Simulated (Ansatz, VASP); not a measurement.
# One calculation of IrSe, two programs

```
Ir Se
1.0
     0.00000    2.57593    2.57593
     2.52441    0.00000    2.57593
     2.52441    2.57593    0.00000
Ir Se
1 1
Direct
  0.50000 0.50000 0.50000
  0.00000 0.00000 0.00000
```

Change from the starting cell: strain e1 = -0.02, atoms carried along.

Alike in both runs: task single point; functional r2SCAN; k mesh 12 × 12 × 12; occupations gaussian, width 0.05 eV; no spin polarisation.

|  | VASP | Ansatz |
| --- | --- | --- |
| version | VASP 6.6.1 | Ansatz 0.2.0 |
| potentials or method | VASP PAW PBE potentials, release 64 (Ir, Se), cutoff 520 eV | scalar-relativistic, plane waves, PAW |
| valence electrons in the cell | 15 | 33 |

```tsv
	VASP	Ansatz	Ansatz less VASP
gap on the k mesh at the Fermi level (eV)	none	none	-
pressure (GPa)	4.6	3.8	-0.83
traceless stress, the component that is largest in VASP (GPa)	3.49	3.38	-0.108
```

VASP's potentials were made for PBE, not for r2SCAN. A gap of «none» marks a metal or a gap that the smearing closes. With one functional, cell and mesh, what is left measures potentials, basis and numerics. VASP's potentials hold 15 valence electrons a cell and Ansatz's 33, so a difference there can come from the potentials and not from the codes.

Spin-orbit coupling is off throughout.
